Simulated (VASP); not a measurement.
Crystal: HfN.

```
Hf N
1.0
     0.00000    2.25586    2.25586
     2.25586    0.00000    2.25586
     2.25586    2.25586    0.00000
Hf N
1 1
Direct
  0.00000 0.00000 0.00000
  0.50000 0.50000 0.50000
```

* Program: VASP 6.6.1
* Task: relaxation of cell and atoms
* Functional: PBE
* Potentials or basis: VASP PAW PBE potentials, release 64 (Hf_pv, N)
* Cutoff: 600 eV
* k mesh: 16 × 16 × 16
* Occupations: gaussian, width 0.1 eV
* Spin: no spin polarisation

At the start: pressure 4.1 GPa; volume 11.48 Å³/atom.

Question: Where does the relaxation end?

Answer: Over 3 steps the energy falls by 2.1 meV/atom and the volume is 11.65 Å³/atom (+1.5 %); space group Fm-3m (No. 225, to 0.05 Å).

Step by step:
| step | energy change (eV) | largest force (eV/Å) | pressure (GPa) | volume (Å³) |
| --- | --- | --- | --- | --- |
| 1 | 0.0000 | 0.0000 | 4.11 | 22.96 |
| 2 | 0.0104 | 0.0000 | -7.02 | 23.95 |
| 3 | -0.0043 | 0.0000 | -0.02 | 23.30 |

Final structure:
```cif
data_structure
_symmetry_space_group_name_H-M 'P 1'
_symmetry_Int_Tables_number 1
_cell_length_a 3.2061
_cell_length_b 3.2061
_cell_length_c 3.2061
_cell_angle_alpha 60.000
_cell_angle_beta 60.000
_cell_angle_gamma 60.000
_cell_volume 23.30
loop_
_atom_site_label
_atom_site_type_symbol
_atom_site_fract_x
_atom_site_fract_y
_atom_site_fract_z
_atom_site_occupancy
Hf1 Hf 0.00000 0.00000 0.00000 1
N1 N 0.50000 0.50000 0.50000 1
```
